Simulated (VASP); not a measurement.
# GaN in VASP: settings compared

Aim: see how the results for GaN move with the level of theory and the settings. Levels: B3LYP, LDA, PBE. Tasks: single point.

All numbers are computed with VASP 6.6.1; they aren't measurements. Logs are shortened: lines on timing, memory, paths and dates and some standing lists are left out, and cuts for length are marked.

## 1. The cell of the first run

The structure is cubic, space group F-43m (No. 216). The conventional cell has a = 4.537 Å, b = 4.537 Å, c = 4.537 Å, α = 90.00°, β = 90.00°, γ = 90.00°. Ga (site symmetry -43m) has 4 N at 1.96 Å within 2.6 Å. N (site symmetry -43m) has 4 Ga at 1.96 Å within 2.6 Å.

## 2. Single point, B3LYP

File POSCAR:

```
GaN
1.0
    0.0000000000      2.2684248875      2.2684248875
    2.2684248875      0.0000000000      2.2684248875
    2.2684248875      2.2684248875      0.0000000000
Ga N
1 1
Direct
    0.0000000000      0.0000000000      0.0000000000
    0.2500000000      0.2500000000      0.2500000000
```

File INCAR.step1:

```
PREC     = Accurate       # precision mode
ENCUT    = 520            # plane-wave cutoff, eV
EDIFF    = 1E-5           # SCF threshold, eV
ISMEAR   = -1             # smearing method
SIGMA    = 0.05           # smearing width, eV
LREAL    = F              # projectors in reciprocal space
LASPH    = T              # aspherical terms in the spheres
NELM     = 80             # most SCF steps
ALGO     = Normal         # electronic algorithm
ISIF     = 2              # what is computed and relaxed
LWAVE    = T              # write WAVECAR
LCHARG   = F              # write CHGCAR
NBANDS   = 16             # bands
GGA      = PE             # functional
```

File INCAR.step2:

```
PREC     = Accurate       # precision mode
ENCUT    = 520            # plane-wave cutoff, eV
EDIFF    = 1E-6           # SCF threshold, eV
ISMEAR   = -1             # smearing method
SIGMA    = 0.05           # smearing width, eV
LREAL    = F              # projectors in reciprocal space
LASPH    = T              # aspherical terms in the spheres
NELM     = 80             # most SCF steps
ALGO     = Normal         # electronic algorithm
ISIF     = 2              # what is computed and relaxed
LWAVE    = F              # write WAVECAR
LCHARG   = F              # write CHGCAR
GGA      = B3             # functional
LHFCALC  = T              # exact exchange
AEXX     = 0.2            # exact-exchange fraction
AGGAX    = 0.72         
AGGAC    = 0.81         
ALDAC    = 0.19         
PRECFOCK = Normal       
NBANDS   = 16             # bands
ISTART   = 1
```

File KPOINTS:

```
Automatic mesh
0
Gamma
  5 5 5
```

Potentials or basis: VASP PAW PBE potentials, release 64 (Ga_d, N).

Launch:

```sh
$ cat potpaw_PBE.64/Ga_d/POTCAR potpaw_PBE.64/N/POTCAR > POTCAR
$ cp INCAR.step1 INCAR
$ mpirun -np 1 vasp_std > vasp.out
$ cp INCAR.step2 INCAR
$ mpirun -np 1 vasp_std > vasp.out
```

OUTCAR:

```text
PREC = Accurate
   ENCUT = 520
   EDIFF = 1E-6
   ISMEAR = -1
   LREAL = F
   LASPH = T
   NELM = 80
   ISIF = 2
   GGA = B3
   LHFCALC = T
   AEXX = 0.2
   PRECFOCK = Normal
   ISTART = 1

 ion  position               nearest neighbor table
   1  0.000  0.000  0.000-   2 1.96   2 1.96   2 1.96   2 1.96
   2  0.250  0.250  0.250-   1 1.96   1 1.96   1 1.96   1 1.96

  LATTYP: Found a face centered cubic cell.
 ALAT       =     4.5368497750

  Lattice vectors:

 A1 = (   0.0000000000,   2.2684248875,   2.2684248875)
 A2 = (   2.2684248875,   0.0000000000,   2.2684248875)
 A3 = (   2.2684248875,   2.2684248875,   0.0000000000)

Analysis of symmetry for initial positions (statically):
=====================================================================
 Subroutine PRICEL returns:
 Original cell was already a primitive cell.

 Routine SETGRP: Setting up the symmetry group for a
 face centered cubic supercell.

 Subroutine GETGRP returns: Found 24 space group operations
 (whereof 24 operations were pure point group operations)
 out of a pool of 48 trial point group operations.

The static configuration has the point symmetry T_d .

Analysis of symmetry for dynamics (positions and initial velocities):
=====================================================================
 Subroutine PRICEL returns:
 Original cell was already a primitive cell.

 Routine SETGRP: Setting up the symmetry group for a
 face centered cubic supercell.

 Subroutine GETGRP returns: Found 24 space group operations
 (whereof 24 operations were pure point group operations)
 out of a pool of 48 trial point group operations.

The dynamic configuration has the point symmetry T_d .

 Subroutine INISYM returns: Found 24 space group operations
 (whereof 24 operations are pure point group operations),
 and found     1 'primitive' translations

----------------------------------------------------------------------------------------

                                     Primitive cell

  volume of cell :      23.3455

  direct lattice vectors                    reciprocal lattice vectors
     0.000000000  2.268424888  2.268424888    -0.220417261  0.220417261  0.220417261
     2.268424888  0.000000000  2.268424888     0.220417261 -0.220417261  0.220417261
     2.268424888  2.268424888  0.000000000     0.220417261  0.220417261 -0.220417261

  length of vectors
     3.208037241  3.208037241  3.208037241     0.381773895  0.381773895  0.381773895

  position of ions in fractional coordinates (direct lattice)
     0.000000000  0.000000000  0.000000000
     0.250000000  0.250000000  0.250000000

  ion indices of the primitive-cell ions
   primitive index   ion index
                 1           1
                 2           2

----------------------------------------------------------------------------------------

 KPOINTS: Automatic mesh

Automatic generation of k-mesh.
 Grid dimensions read from file:
 generate k-points for:    5    5    5

 Generating k-lattice:

  Cartesian coordinates                     Fractional coordinates (reciprocal lattice)
    -0.044083452  0.044083452  0.044083452     0.200000000  0.000000000  0.000000000
     0.044083452 -0.044083452  0.044083452     0.000000000  0.200000000  0.000000000
     0.044083452  0.044083452 -0.044083452     0.000000000  0.000000000  0.200000000

  Length of vectors
     0.076354779  0.076354779  0.076354779

  Shift w.r.t. Gamma in fractional coordinates (k-lattice)
     0.000000000  0.000000000  0.000000000

 Subroutine IBZKPT returns following result:
 ===========================================

 Found     10 irreducible k-points:

 Following reciprocal coordinates:
            Coordinates               Weight
  0.000000  0.000000  0.000000      1.000000
  0.200000  0.000000  0.000000      8.000000
  0.400000  0.000000  0.000000      8.000000
  0.200000  0.200000  0.000000      6.000000
  0.400000  0.200000  0.000000     24.000000
 -0.400000  0.200000  0.000000     24.000000
 -0.200000  0.200000  0.000000     12.000000
  0.400000  0.400000  0.000000      6.000000
 -0.400000  0.400000  0.000000     12.000000
 -0.400000  0.400000  0.200000     24.000000
   k-points           NKPTS =     10   k-points in BZ     NKDIM =    125   number of bands    NBANDS=     16
   number of dos      NEDOS =    301   number of ions     NIONS =      2
   total plane-waves  NPLWV =  13824
   dimension x,y,z NGX =    24 NGY =   24 NGZ =   24
   dimension x,y,z NGXF=    48 NGYF=   48 NGZF=   48
   ions per type =               1   1
   NGX,Y,Z   is equivalent  to a cutoff of  12.44, 12.44, 12.44 a.u.
   NGXF,Y,Z  is equivalent  to a cutoff of  24.87, 24.87, 24.87 a.u.
 SYSTEM =  unknown system
   PREC   = accura    normal or accurate (medium, high low for compatibility)
   ISTART =      1    job   : 0-new  1-cont  2-samecut
   ICHARG =      0    charge: 1-file 2-atom 10-const
   ISPIN  =      1    spin polarized calculation?
   LNONCOLLINEAR =      F non collinear calculations
   LSORBIT =      F    spin-orbit coupling
   LASPH  =      T    aspherical Exc in radial PAW
   ENCUT  =  520.0 eV  38.22 Ry    6.18 a.u.   5.96  5.96  5.96*2*pi/ulx,y,z
   NELM   =     80;   NELMIN=  2; NELMDL=  0     # of ELM steps
   EDIFF  = 0.1E-05   stopping-criterion for ELM
   LREAL  =      F    real-space projection
   EDIFFG = 0.1E-04   stopping-criterion for IOM
   NSW    =      0    number of steps for IOM
   IBRION =     -1    ionic relax: 0-MD 1-quasi-New 2-CG
   NFREE  =      0    steps in history (QN), initial steepest desc. (CG)
   ISIF   =      2    stress and relaxation
   ISYM   =      3    0-nonsym 1-usesym 2-fastsym
   POTIM  = 0.5000    time-step for ionic-motion
   TEBEG  =    0.0;   TEEND  =   0.0 temperature during run
   PSTRESS=    0.0 pullay stress
   NELECT =      18.0000    total number of electrons
   NUPDOWN=      -1.0000    fix difference up-down
   EMIN   =  10.00;   EMAX   =-10.00  energy-range for DOS
   EFERMI =   0.00;   METHOD = LEGACY
   ISMEAR =    -1;   SIGMA  =   0.05  broadening in eV -4-tet -1-fermi 0-gaus
   EFERMI_NEDOS =   21; number of points for ismear=-14 and -15
   IALGO  =     38    algorithm
   IMIX   =      1    mixing-type and parameters
     AMIX     =   0.40;   BMIX     =  1.00
     AMIX_MAG =   1.60;   BMIX_MAG =  1.00
  volume/ion in A,a.u.               =      11.67        78.77
  Fermi-wavevector in a.u.,A,eV,Ry     =   1.501175  2.836809 30.661079  2.253526
  Thomas-Fermi vector in A             =   2.612580
   LORBIT       =      0    0 simple, 1 ext, 2 COOP (PROOUT), +10 PAW based schemes
   GGA     = B3    functional components
   LHFCALC =     T    Hartree Fock is set to
   PRECFOCK=normal    Normal, Fast or Accurate (Low or Medium for compatibility)
   ENCUT4O =  -1.0   cutoff for four orbital integrals eV
   NKREDX  =     1    reduce k-point grid by
   NKREDY  =     1    reduce k-point grid by
   NKREDZ  =     1    reduce k-point grid by
   AEXX    =    0.2000 exact exchange contribution
   HFSCREEN=    0.0000 screening length (either q_TF or 0.3 A-1)
   HFSCREENC=   0.0000 screening length for correlation (either q_TF or 0.3 A-1)
   ENCUTFOCK=  -1.0 apply spherical cutoff to Coloumb kernel
   IVDW    =     0    specifies the selected vdW correction
   LEPSILON=     F    determine dielectric tensor
   LRPA    =     F    only Hartree local field effects (RPA)
 non-spin polarized calculation
  energy-cutoff  :      520.00
  volume of cell :       23.35
 maximum number of plane-waves:       635
  NGX = 18; NGY = 18; NGZ = 18

 number of electron      17.9999989 magnetization

 Free energy of the ion-electron system (eV)
  ---------------------------------------------------
  ext. energy  EPLUGINS =         0.00000000
  ---------------------------------------------------
  free energy    TOTEN  =       -13.98853463 eV

  energy without entropy =      -13.98853463  energy(sigma->0) =      -13.98853463

 E-fermi :   5.3554     XC(G=0):  -9.2362

 val. band max:        4.3026967176   @ k =   0.0000   0.0000   0.0000
 cond. band min:       7.5784864764   @ k =   0.0000   0.0000   0.0000
 fundamental gap:      3.2757897588
 Fermi energy:         5.3553797146

 k-point     1 :       0.0000    0.0000    0.0000
  band No.  band energies     occupation
      1     -12.6038      2.00000
      2     -10.9829      2.00000
      3     -10.9829      2.00000
      4     -10.9829      2.00000
      5     -10.6898      2.00000
      6     -10.6898      2.00000
[... 8 lines left out ...]
     15      25.1517      0.00000
     16      25.1517      0.00000

 k-point     2 :       0.2000    0.0000    0.0000
  band No.  band energies     occupation
      1     -12.3227      2.00000
      2     -10.9426      2.00000
      3     -10.9426      2.00000
      4     -10.6901      2.00000
      5     -10.6901      2.00000
      6     -10.6554      2.00000
[... 8 lines left out ...]
     15      23.0211      0.00000
     16      23.0211      0.00000

 k-point     3 :       0.4000    0.0000    0.0000
  band No.  band energies     occupation
      1     -12.1260      2.00000
      2     -10.9047      2.00000
      3     -10.9047      2.00000
      4     -10.6608      2.00000
      5     -10.6608      2.00000
      6      -9.3846      2.00000
[... 8 lines left out ...]
     15      24.9650      0.00000
     16      24.9650      0.00000

 k-point     4 :       0.2000    0.2000    0.0000
  band No.  band energies     occupation
      1     -12.2472      2.00000
      2     -10.8973      2.00000
      3     -10.8973      2.00000
      4     -10.7806      2.00000
      5     -10.6667      2.00000
      6     -10.5309      2.00000
[... 8 lines left out ...]
     15      27.1055      0.00000
     16      27.8991      0.00000

 k-point     5 :       0.4000    0.2000    0.0000
  band No.  band energies     occupation
      1     -12.0896      2.00000
      2     -10.8755      2.00000
      3     -10.8397      2.00000
      4     -10.7573      2.00000
      5     -10.6459      2.00000
      6      -9.4844      2.00000
[... 8 lines left out ...]
     15      26.6068      0.00000
     16      27.2066      0.00000

 k-point     6 :      -0.4000    0.2000    0.0000
  band No.  band energies     occupation
      1     -12.0701      2.00000
      2     -10.8894      2.00000
      3     -10.8401      2.00000
      4     -10.7001      2.00000
      5     -10.6686      2.00000
      6      -8.7423      2.00000
[... 8 lines left out ...]
     15      24.9288      0.00000
     16      26.5932      0.00000

 k-point     7 :      -0.2000    0.2000    0.0000
  band No.  band energies     occupation
      1     -12.1328      2.00000
      2     -10.9008      2.00000
      3     -10.8906      2.00000
      4     -10.7095      2.00000
      5     -10.6898      2.00000
      6      -9.8938      2.00000
[... 8 lines left out ...]
     15      23.6815      0.00000
     16      26.8822      0.00000

 k-point     8 :       0.4000    0.4000    0.0000
  band No.  band energies     occupation
      1     -12.0552      2.00000
      2     -10.8625      2.00000
      3     -10.7445      2.00000
      4     -10.7445      2.00000
      5     -10.6291      2.00000
      6      -8.9163      2.00000
[... 8 lines left out ...]
     15      28.4562      0.00000
     16      29.8515      0.00000

 k-point     9 :      -0.4000    0.4000    0.0000
  band No.  band energies     occupation
      1     -12.0440      2.00000
      2     -10.8607      2.00000
      3     -10.7521      2.00000
      4     -10.7426      2.00000
      5     -10.6461      2.00000
      6      -8.3384      2.00000
[... 8 lines left out ...]
     15      27.9378      0.00000
     16      29.1124      0.00000

 k-point    10 :      -0.4000    0.4000    0.2000
  band No.  band energies     occupation
      1     -12.0448      2.00000
      2     -10.8513      2.00000
      3     -10.8199      2.00000
      4     -10.7191      2.00000
      5     -10.6656      2.00000
      6      -8.5226      2.00000
[... 8 lines left out ...]
     15      25.7575      0.00000
     16      29.5191      0.00000

------------------------ aborting loop because EDIFF is reached ----------------------------------------

  FORCE on cell =-STRESS in cart. coord.  units (eV):
  Direction    XX          YY          ZZ          XY          YZ          ZX
  --------------------------------------------------------------------------------------
  -------------------------------------------------------------------------------------
  Total        0.1971121      0.1971121      0.1971121      0.0000000     -0.0000000      0.0000000
  in kB       13.5275943     13.5275943     13.5275943      0.0000000     -0.0000000      0.0000000
  external PRESSURE =      13.5275943 kB  Pullay stress =       0.0000000 kB

 VOLUME and BASIS-vectors are now :
 -----------------------------------------------------------------------------
  energy-cutoff  :      520.00
  volume of cell :       23.35
      direct lattice vectors                 reciprocal lattice vectors
     0.000000000  2.268424888  2.268424888    -0.220417261  0.220417261  0.220417261
     2.268424888  0.000000000  2.268424888     0.220417261 -0.220417261  0.220417261
     2.268424888  2.268424888  0.000000000     0.220417261  0.220417261 -0.220417261

 POSITION                                       TOTAL-FORCE (eV/Angst)
 -----------------------------------------------------------------------------------
      0.00000      0.00000      0.00000         0.000000      0.000000      0.000000
      1.13421      1.13421      1.13421        -0.000000     -0.000000     -0.000000
 -----------------------------------------------------------------------------------
    total drift:                                0.000016      0.000022      0.000006

  FREE ENERGIE OF THE ION-ELECTRON SYSTEM (eV)
  ---------------------------------------------------
  free  energy   TOTEN  =       -13.9885346284 eV

  energy  without entropy=      -13.9885346284  energy(sigma->0) =      -13.98853463
```

Wall time 11 min (1 thread of Intel Xeon 8259CL, shared host); peak memory 0.15 GiB.

What came out:

* Free energy: -13.9885 eV
* Pressure: 1.4 GPa
* Band gap on the k mesh: 3.28 eV

Caveat: the k points lie up to 0.48 Å⁻¹ apart; the PAW data sets were made with another functional, which shifts forces and pressure a little.

(Continued in part 2 of 2.)
